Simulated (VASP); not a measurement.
A run of VASP 6.6.1:

File INCAR:

```
SYSTEM = GaSb3
PREC = Accurate
ENCUT = 520
EDIFF = 1E-6
ISMEAR = 0
SIGMA = 0.1
LREAL = .FALSE.
LASPH = .TRUE.
NELM = 100
ALGO = Normal
ISIF = 2
LWAVE = .FALSE.
LCHARG = .FALSE.
GGA = PE
IVDW = 12
NBANDS = 22
```

The input KPOINTS:

```
regular mesh
0
G
  4 4 4
  0 0 0
```

File POSCAR:

```
GaSb3
1.0
    0.0000000000      3.7305950000      3.7305950000
    3.7305950000      0.0000000000      3.7305950000
    3.7305950000      3.7305950000      0.0000000000
Ga Sb
1 3
Direct
    0.0000000000      0.0000000000      0.0000000000
    0.2500000000      0.2500000000      0.2500000000
    0.7500000000      0.7500000000      0.7500000000
    0.5000000000      0.5000000000      0.5000000000
```

Potentials or basis: VASP PAW PBE potentials, release 64 (Ga_d, Sb).

Run with:

```console
$ cat potpaw_PBE.64/Ga_d/POTCAR potpaw_PBE.64/Sb/POTCAR > POTCAR
$ mpirun -np 1 vasp_std > vasp.out
```

Hardware: 1 thread of Intel Xeon 6975P-C, with other jobs on the host.

**Question.** How long does it take, and how much memory?

**Answer.** Run time: 13 s on 1 thread of Intel Xeon 6975P-C, with other jobs on the host, peak memory 0.24 GiB. Counts: scf iterations 11, k points 8.
